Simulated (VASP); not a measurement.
# Rh (Cmcm) in VASP: further runs

The runs below take Rh through single point, with PBEsol.

All numbers are computed with VASP 6.6.1; they aren't measurements. Logs are shortened: lines on timing, memory, paths and dates and some standing lists are left out, and cuts for length are marked.

## (1) The cell of the first run

The structure is orthorhombic, space group Cmcm (No. 63). Conventional cell: a = 3.019 Å, b = 4.209 Å, c = 8.407 Å, α = 90.00°, β = 90.00°, γ = 90.00°. Rh (site symmetry 2/m) has 12 Rh at 2.53 to 3.02 Å within 3.3 Å. Rh (site symmetry m2m) has 12 Rh at 2.53 to 3.02 Å within 3.3 Å.

## (2) Single point, PBEsol

Input file INCAR:

```
PREC = Accurate
ENCUT = 520
EDIFF = 1E-6
ISMEAR = 0
SIGMA = 0.15
LREAL = F
LASPH = T
NELM = 80
ALGO = Fast
ISIF = 2
LWAVE = F
LCHARG = T
GGA = PS
LELF = T
LVHAR = T
NBANDS = 38
```

Input file KPOINTS:

```
Automatic mesh
0
Gamma
  18 18 6
```

Input file POSCAR:

```
Rh
1.0
    3.0189736445      0.0000000000      0.0000000000
   -1.5094868223      2.1047442932      0.0000000000
    0.0000000000      0.0000000000      8.4072113135
Rh
4
Direct
    0.0000000000      0.0000000000      0.0000000000
    0.3333333333      0.6666666667      0.2500000000
    0.0000000000      0.0000000000      0.5000000000
    0.6666666667      0.3333333333      0.7500000000
```

Potentials or basis: VASP PAW PBE potentials, release 64 (Rh_pv).

On the command line:

```bash
$ cat potpaw_PBE.64/Rh_pv/POTCAR > POTCAR
$ mpirun -np 1 vasp_std > vasp.out
```

OUTCAR:

```text
PREC = Accurate
   ENCUT = 520
   EDIFF = 1E-6
   ISMEAR = 0
   LREAL = F
   LASPH = T
   NELM = 80
   ISIF = 2
   GGA = PS

 ion  position               nearest neighbor table
   1  0.000  0.000  0.000-   2 2.53   4 2.53   4 2.68   2 2.68   4 2.68   2 2.68
   2  0.333  0.667  0.250-   1 2.53   3 2.53   1 2.68   3 2.68   1 2.68   3 2.68
   3  0.000  0.000  0.500-   2 2.53   4 2.53   4 2.68   2 2.68   4 2.68   2 2.68
   4  0.667  0.333  0.750-   1 2.53   3 2.53   1 2.68   3 2.68   1 2.68   3 2.68

  Warning from LATTYP: Monoclinic adjustment (A1->A3, A2->A1, A3->A2)!
  LATTYP: Found a base centered orthorhombic cell.
 ALAT       =     3.0189736445
 B/A-ratio  =     1.3943442647
 C/A-ratio  =     2.7847912249

  Lattice vectors:

 A1 = (   1.5094868223,  -2.1047442932,   0.0000000000)
 A2 = (   1.5094868222,   2.1047442932,   0.0000000000)
 A3 = (   0.0000000000,   0.0000000000,   8.4072113135)

Analysis of symmetry for initial positions (statically):
=====================================================================
 Subroutine PRICEL returns:
 Original cell was already a primitive cell.

 Routine SETGRP: Setting up the symmetry group for a
 base centered orthorhombic supercell.

 Subroutine GETGRP returns: Found  8 space group operations
 (whereof  4 operations were pure point group operations)
 out of a pool of  8 trial point group operations.

The static configuration has the point symmetry C_2h.
 The point group associated with its full space group is D_2h.

Analysis of symmetry for dynamics (positions and initial velocities):
=====================================================================
 Subroutine PRICEL returns:
 Original cell was already a primitive cell.

 Routine SETGRP: Setting up the symmetry group for a
 base centered orthorhombic supercell.

 Subroutine GETGRP returns: Found  8 space group operations
 (whereof  4 operations were pure point group operations)
 out of a pool of  8 trial point group operations.

The dynamic configuration has the point symmetry C_2h.
 The point group associated with its full space group is D_2h.

 Subroutine INISYM returns: Found  8 space group operations
 (whereof  4 operations are pure point group operations),
 and found     1 'primitive' translations

----------------------------------------------------------------------------------------

                                     Primitive cell

  volume of cell :      53.4208

  direct lattice vectors                    reciprocal lattice vectors
     3.018973644  0.000000000  0.000000000     0.331238400  0.237558549  0.000000000
    -1.509486822  2.104744293  0.000000000     0.000000000  0.475117098  0.000000000
     0.000000000  0.000000000  8.407211313     0.000000000  0.000000000  0.118945506

  length of vectors
     3.018973644  2.590077027  8.407211313     0.407618623  0.475117098  0.118945506

  position of ions in fractional coordinates (direct lattice)
     0.000000000  0.000000000  0.000000000
     0.333333333  0.666666667  0.250000000
     0.000000000  0.000000000  0.500000000
     0.666666667  0.333333333  0.750000000

  ion indices of the primitive-cell ions
   primitive index   ion index
                 1           1
                 2           2
                 3           3
                 4           4

----------------------------------------------------------------------------------------

 KPOINTS: Automatic mesh

Automatic generation of k-mesh.
 Grid dimensions read from file:
 generate k-points for:   18   18    6

 Generating k-lattice:

  Cartesian coordinates                     Fractional coordinates (reciprocal lattice)
     0.018402133  0.013197697  0.000000000     0.055555556  0.000000000  0.000000000
     0.000000000  0.026395394  0.000000000     0.000000000  0.055555556  0.000000000
     0.000000000  0.000000000  0.019824251     0.000000000  0.000000000  0.166666667

  Length of vectors
     0.022645479  0.026395394  0.019824251

  Shift w.r.t. Gamma in fractional coordinates (k-lattice)
     0.000000000  0.000000000  0.000000000

 Subroutine IBZKPT returns following result:
 ===========================================

 Found    364 irreducible k-points:

 Following reciprocal coordinates:
            Coordinates               Weight
  0.000000  0.000000  0.000000      1.000000
  0.055556  0.000000  0.000000      4.000000
  0.111111  0.000000  0.000000      4.000000
  0.166667  0.000000  0.000000      4.000000
  0.222222  0.000000  0.000000      4.000000
  0.277778  0.000000  0.000000      4.000000
[... 16 lines left out ...]
 -0.333333  0.055556  0.000000      4.000000
 -0.277778  0.055556  0.000000      4.000000
 [... further k-points ...]
   k-points           NKPTS =    364   k-points in BZ     NKDIM =    364   number of bands    NBANDS=     38
   number of dos      NEDOS =    301   number of ions     NIONS =      4
   total plane-waves  NPLWV =  30720
   dimension x,y,z NGX =    24 NGY =   20 NGZ =   64
   dimension x,y,z NGXF=    48 NGYF=   40 NGZF=  128
   ions per type =               4
   NGX,Y,Z   is equivalent  to a cutoff of  13.22, 12.84, 12.66 a.u.
   NGXF,Y,Z  is equivalent  to a cutoff of  26.43, 25.67, 25.31 a.u.
 SYSTEM =  unknown system
   PREC   = accura    normal or accurate (medium, high low for compatibility)
   ISTART =      0    job   : 0-new  1-cont  2-samecut
   ICHARG =      2    charge: 1-file 2-atom 10-const
   ISPIN  =      1    spin polarized calculation?
   LNONCOLLINEAR =      F non collinear calculations
   LSORBIT =      F    spin-orbit coupling
   LASPH  =      T    aspherical Exc in radial PAW
   ENCUT  =  520.0 eV  38.22 Ry    6.18 a.u.   5.61  4.82 15.63*2*pi/ulx,y,z
   NELM   =     80;   NELMIN=  2; NELMDL= -5     # of ELM steps
   EDIFF  = 0.1E-05   stopping-criterion for ELM
   LREAL  =      F    real-space projection
   EDIFFG = 0.1E-04   stopping-criterion for IOM
   NSW    =      0    number of steps for IOM
   IBRION =     -1    ionic relax: 0-MD 1-quasi-New 2-CG
   NFREE  =      0    steps in history (QN), initial steepest desc. (CG)
   ISIF   =      2    stress and relaxation
   ISYM   =      2    0-nonsym 1-usesym 2-fastsym
   POTIM  = 0.5000    time-step for ionic-motion
   TEBEG  =    0.0;   TEEND  =   0.0 temperature during run
   PSTRESS=    0.0 pullay stress
   NELECT =      60.0000    total number of electrons
   NUPDOWN=      -1.0000    fix difference up-down
   EMIN   =  10.00;   EMAX   =-10.00  energy-range for DOS
   EFERMI =   0.00;   METHOD = LEGACY
   ISMEAR =     0;   SIGMA  =   0.15  broadening in eV -4-tet -1-fermi 0-gaus
   EFERMI_NEDOS =   21; number of points for ismear=-14 and -15
   IALGO  =     68    algorithm
   IMIX   =      4    mixing-type and parameters
     AMIX     =   0.40;   BMIX     =  1.00
     AMIX_MAG =   1.60;   BMIX_MAG =  1.00
  volume/ion in A,a.u.               =      13.36        90.13
  Fermi-wavevector in a.u.,A,eV,Ry     =   1.701721  3.215787 39.400493  2.895855
  Thomas-Fermi vector in A             =   2.781622
   LORBIT       =      0    0 simple, 1 ext, 2 COOP (PROOUT), +10 PAW based schemes
   GGA     = PS    functional components
   LHFCALC =     F    Hartree Fock is set to
   AEXX    =    0.0000 exact exchange contribution
   IVDW    =     0    specifies the selected vdW correction
   LEPSILON=     F    determine dielectric tensor
   LRPA    =     F    only Hartree local field effects (RPA)
 non-spin polarized calculation
 RMM-DIIS sequential band-by-band and
 Gauss-broadening in eV      SIGMA  =   0.15
  energy-cutoff  :      520.00
  volume of cell :       53.42
 maximum number of plane-waves:      1464
   NGX = 11   NGY =  9   NGZ = 31

 number of electron      59.9999987 magnetization

 Free energy of the ion-electron system (eV)
  ---------------------------------------------------
  ext. energy  EPLUGINS =         0.00000000
  ---------------------------------------------------
  free energy    TOTEN  =       -31.57610808 eV

  energy without entropy =      -31.51051730  energy(sigma->0) =      -31.54331269

 E-fermi :  12.2392     XC(G=0): -14.3796

 val. band max:       12.2380770564   @ k =   0.1667   0.2222   0.0000
 cond. band min:      12.2394165815   @ k =   0.2778   0.1667   0.5000
 fundamental gap:      0.0013395251
 Fermi energy:        12.2392282086

 k-point     1 :       0.0000    0.0000    0.0000
  band No.  band energies     occupation
      1     -35.0250      2.00000
      2     -34.5969      2.00000
      3     -34.5460      2.00000
      4     -34.1243      2.00000
      5     -34.1076      2.00000
      6     -34.0921      2.00000
[... 30 lines left out ...]
     37      21.9679      0.00000
     38      26.7551      0.00000

 k-point     2 :       0.0556    0.0000    0.0000
  band No.  band energies     occupation
      1     -35.0186      2.00000
      2     -34.5997      2.00000
      3     -34.5473      2.00000
      4     -34.1403      2.00000
      5     -34.1209      2.00000
      6     -34.0969      2.00000
[... 30 lines left out ...]
     37      21.9462      0.00000
     38      26.8414      0.00000

 k-point     3 :       0.1111    0.0000    0.0000
  band No.  band energies     occupation
      1     -35.0001      2.00000
      2     -34.6094      2.00000
      3     -34.5519      2.00000
      4     -34.1994      2.00000
      5     -34.1401      2.00000
      6     -34.1186      2.00000
[... 30 lines left out ...]
     37      21.8848      0.00000
     38      26.9695      0.00000

 k-point     4 :       0.1667    0.0000    0.0000
  band No.  band energies     occupation
      1     -34.9722      2.00000
      2     -34.6297      2.00000
      3     -34.5614      2.00000
      4     -34.2842      2.00000
      5     -34.1968      2.00000
      6     -34.1465      2.00000
[... 30 lines left out ...]
     37      21.7955      0.00000
     38      26.4819      0.00000
[... 703 lines left out ...]
      4     -34.5816      2.00000
      5     -34.5047      2.00000
      6     -34.3219      2.00000
[... 30 lines left out ...]
     37      20.8464      0.00000
     38      21.7881      0.00000

 k-point    23 :      -0.3333    0.0556    0.0000
  band No.  band energies     occupation
      1     -34.9020      2.00000
      2     -34.7208      2.00000
      3     -34.5885      2.00000
      4     -34.4944      2.00000
      5     -34.4022      2.00000
      6     -34.2691      2.00000
[... 30 lines left out ...]
     37      21.5779      0.00000
     38      22.6836      0.00000

 k-point    24 :      -0.2778    0.0556    0.0000
  band No.  band energies     occupation
      1     -34.9263      2.00000
      2     -34.6708      2.00000
      3     -34.5783      2.00000
      4     -34.3953      2.00000
      5     -34.2970      2.00000
      6     -34.2102      2.00000
[... 30 lines left out ...]
     37      21.6745      0.00000
     38      24.3904      0.00000

 [... further k-points ...]

------------------------ aborting loop because EDIFF is reached ----------------------------------------

  FORCE on cell =-STRESS in cart. coord.  units (eV):
  Direction    XX          YY          ZZ          XY          YZ          ZX
  --------------------------------------------------------------------------------------
  -------------------------------------------------------------------------------------
  Total       -1.4146795      9.8117496      3.6767663     -0.0000000      0.0000000      0.0000000
  in kB      -42.4285338    294.2702870    110.2721863     -0.0000000      0.0000000      0.0000000
  external PRESSURE =     120.7046465 kB  Pullay stress =       0.0000000 kB

 VOLUME and BASIS-vectors are now :
 -----------------------------------------------------------------------------
  energy-cutoff  :      520.00
  volume of cell :       53.42
      direct lattice vectors                 reciprocal lattice vectors
     3.018973644  0.000000000  0.000000000     0.331238400  0.237558549  0.000000000
    -1.509486822  2.104744293  0.000000000     0.000000000  0.475117098  0.000000000
     0.000000000  0.000000000  8.407211313     0.000000000  0.000000000  0.118945506

 POSITION                                       TOTAL-FORCE (eV/Angst)
 -----------------------------------------------------------------------------------
      0.00000      0.00000      0.00000         0.000000      0.000000      0.000000
     -0.00000      1.40316      2.10180        -0.000000      0.934396      0.000000
      0.00000      0.00000      4.20361         0.000000      0.000000      0.000000
      1.50949      0.70158      6.30541         0.000000     -0.934396     -0.000000
 -----------------------------------------------------------------------------------
    total drift:                               -0.000000      0.000000     -0.000000

  FREE ENERGIE OF THE ION-ELECTRON SYSTEM (eV)
  ---------------------------------------------------
  free  energy   TOTEN  =       -31.5761080814 eV

  energy  without entropy=      -31.5105173022  energy(sigma->0) =      -31.54331269
```

Run time: 4.1 min. Hardware: 1 thread of Intel Xeon 6975P-C (Granite Rapids), shared host; peak memory 0.56 GiB.

Results:

- Free energy: -31.5761 eV
- Pressure: 12.1 GPa
- Largest force: 0.934 eV/Å
- Band gap on the k mesh: zero (bands 30 and 31 overlap by 2.44 eV)

Forces on the atoms (eV/Å):
```
Rh   0.000  0.000  0.000
Rh   0.000  0.934  0.000
Rh   0.000  0.000  0.000
Rh   0.000 -0.934  0.000
```

Levels at points of the mesh, in eV from the Fermi level:
```
           k point  band 27  band 28  band 29  band 30  band 31  band 32  band 33  band 34
(0.00, 0.00, 0.00)    -1.21    -1.00    -0.99    -0.81    -0.68    -0.52     0.36     0.37
(0.50, 0.00, 0.00)    -0.19    -0.19     0.07     0.70     1.05     1.17     1.33     1.75
(0.00, 0.50, 0.00)     0.83     1.06     1.12     1.27     1.37     1.49     2.67     3.94
(0.00, 0.00, 0.50)    -1.35    -1.35    -0.83    -0.83    -0.27    -0.27    -0.07    -0.07
(0.50, 0.00, 0.50)    -0.12    -0.12    -0.06    -0.06     0.47     0.47     2.75     2.75
(0.00, 0.50, 0.50)    -0.48    -0.48     1.17     1.17     1.44     1.44     4.16     4.16
```

Caveat: the cell differs from its parent crystal (strain +e along x and -e along y +0.1100, strain +e along z and -e/2 along x and y -0.0367); the stress differs along the axes, from -4 to 29 GPa; the PAW data sets were made with another functional, which shifts forces and pressure a little.

## (3) Single point, PBEsol

This run uses another cell than the first one, of the same volume but with other edges.

Input file INCAR:

```
SYSTEM = Rh
PREC     = Accurate       ! precision mode
ENCUT    = 520            ! plane-wave cutoff, eV
EDIFF    = 1E-6           ! SCF threshold, eV
ISMEAR   = 0              ! smearing method
SIGMA    = 0.15           ! smearing width, eV
LREAL    = .False.        ! projectors in reciprocal space
LASPH    = .True.         ! aspherical terms in the spheres
NELM     = 80             ! most SCF steps
ALGO     = Fast           ! electronic algorithm
ISIF     = 2              ! what is computed and relaxed
LWAVE    = .False.        ! write WAVECAR
LCHARG   = .False.        ! write CHGCAR
GGA      = PS             ! functional
NBANDS   = 38             ! bands
```

Input file KPOINTS:

```
regular mesh
0
Gamma
  18 18 6
  0 0 0
```

Input file POSCAR:

```
Rh
1.0
    2.3812527528      0.0000000000      0.0000000000
   -1.1906263764      2.5719889530      0.0000000000
    0.0000000000      0.0000000000      8.7275109659
Rh
4
Direct
    0.0000000000      0.0000000000      0.0000000000
    0.3333333333      0.6666666667      0.2500000000
    0.0000000000      0.0000000000      0.5000000000
    0.6666666667      0.3333333333      0.7500000000
```

Potentials or basis: VASP PAW PBE potentials, release 64 (Rh_pv).

On the command line:

```bash
$ cat potpaw_PBE.64/Rh_pv/POTCAR > POTCAR
$ mpirun -np 1 vasp_std > vasp.out
```

Wall time 5.4 min (1 thread of Intel Xeon 6975P-C (Granite Rapids), shared host); peak memory 0.57 GiB.

It converged, with:

```yaml
Free_energy: -30.8693 eV
Pressure: 17.4 GPa
Largest_force: 0.504 eV/Å
Band_gap_on_the_k_mesh: zero (bands 30 and 31 overlap by 2.24 eV)
```

Forces in eV/Å, atoms in the order of the input:
```
Rh   0.000  0.000  0.000
Rh   0.000 -0.504  0.000
Rh   0.000  0.000  0.000
Rh   0.000  0.504  0.000
```

Stress tensor (GPa, compression positive):
```
 68.95   0.00   0.00
  0.00 -19.79   0.00
  0.00   0.00   2.89
```

Levels at points of the mesh, in eV from the Fermi level:
| k point | band 28 | band 29 | band 30 | band 31 | band 32 | band 33 |
| --- | --- | --- | --- | --- | --- | --- |
| (0.00, 0.00, 0.00) | -0.96 | -0.96 | -0.72 | -0.48 | -0.19 | 0.12 |
| (0.50, 0.00, 0.00) | 0.45 | 0.48 | 0.54 | 1.46 | 1.77 | 2.21 |
| (0.00, 0.50, 0.00) | 0.64 | 0.70 | 0.70 | 0.73 | 0.89 | 0.92 |
| (0.00, 0.00, 0.50) | -1.33 | -1.21 | -1.21 | -0.29 | -0.29 | -0.19 |
| (0.50, 0.00, 0.50) | -0.35 | 0.56 | 0.56 | 0.77 | 0.77 | 3.92 |
| (0.00, 0.50, 0.50) | 0.52 | 0.66 | 0.66 | 0.95 | 0.95 | 1.95 |

Caveat: the cell differs from its parent crystal (strain +e along x and -e along y -0.1100, strain +e along z and -e/2 along x and y +0.0000); the stress differs along the axes, from -20 to 69 GPa; the PAW data sets were made with another functional, which shifts forces and pressure a little.
